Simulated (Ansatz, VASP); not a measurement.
**Two plane-wave programs on Y**

```xyz
1
Lattice="0.0000 2.7363 2.7363 2.7363 0.0000 2.7363 2.7363 2.7363 0.0000" Properties=species:S:1:pos:R:3 pbc="T T T"
Y     0.0000    0.0000    0.0000
```

Alike in both runs: task relaxation of cell and atoms; functional PBEsol; k mesh 14 × 14 × 14; occupations gaussian, width 0.1 eV; no spin polarisation.

```csv
,VASP,Ansatz
version,VASP 6.6.1,Ansatz 0.2.0
potentials or method,"VASP PAW PBE potentials, release 64 (Y_sv), cutoff 600 eV","scalar-relativistic, plane waves, PAW"
valence electrons in the cell,11,11
```

```tsv
	VASP	Ansatz	Ansatz less VASP
gap on the k mesh at the Fermi level, each at its own relaxed structure (eV)	none	none	-
relaxed volume (Å³/atom)	30.71	30.83	+0.115
relaxed cell length with the largest relative difference (Å)	3.515	3.520	+0.0044
```

VASP's potentials were made for PBE, not for PBEsol. A gap of «none» marks a metal or a gap that the smearing closes.

Noted on VASP's run: the volume moved by over 15 % at a fixed basis, so the end points are rough.
